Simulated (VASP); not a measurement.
## SiC (k07): single point with PBEsol

Crystal: SiC (k07).

```
Si C
1.0
     3.07598    0.00000    0.00000
    -1.53799    2.66388    0.00000
     0.00000    0.00000    5.04785
Si C
2 2
Direct
  0.33333 0.66667 0.95302
  0.66667 0.33333 0.45302
  0.33333 0.66667 0.42198
  0.66667 0.33333 0.92198
```

- Program: VASP 6.6.1
- Task: single point
- Functional: PBEsol
- Potentials or basis: VASP PAW PBE potentials, release 64 (Si, C)
- Cutoff: 520 eV
- k mesh: 15 × 15 × 8
- Occupations: gaussian, width 0.01 eV
- Spin: no spin polarisation

```json
{
  "Pressure": "10.0 GPa",
  "Largest force": "1.504 eV/Å",
  "Band gap on the k mesh": "0.75 eV, indirect (least direct gap 2.83 eV)"
}
```

Forces on the atoms (eV/Å):
```
Si   0.000  0.000  1.504
Si   0.000  0.000  1.504
C    0.000  0.000 -1.504
C    0.000  0.000 -1.504
```

Stress tensor (GPa, compression positive):
```
16.24  0.00  0.00
 0.00 16.24  0.00
 0.00  0.00 -2.35
```

Levels at points of the mesh, in eV from the valence-band top:
```csv
k point,band 6,band 7,band 8,band 9,band 10,band 11
"(0.00, 0.00, 0.00)",-2.67,-2.67,0.00,2.95,4.04,4.80
"(0.00, 0.00, 0.50)",-3.23,-3.23,-3.23,4.08,4.08,5.35
```

Run time: 33 s on 1 thread of Intel(R) Xeon(R) 6975P-C (Granite Rapids), with other jobs on the host, peak memory 0.21 GiB.

Caveat: the PAW data sets were made with another functional, which shifts forces and pressure a little. A k mesh can miss the band edges.
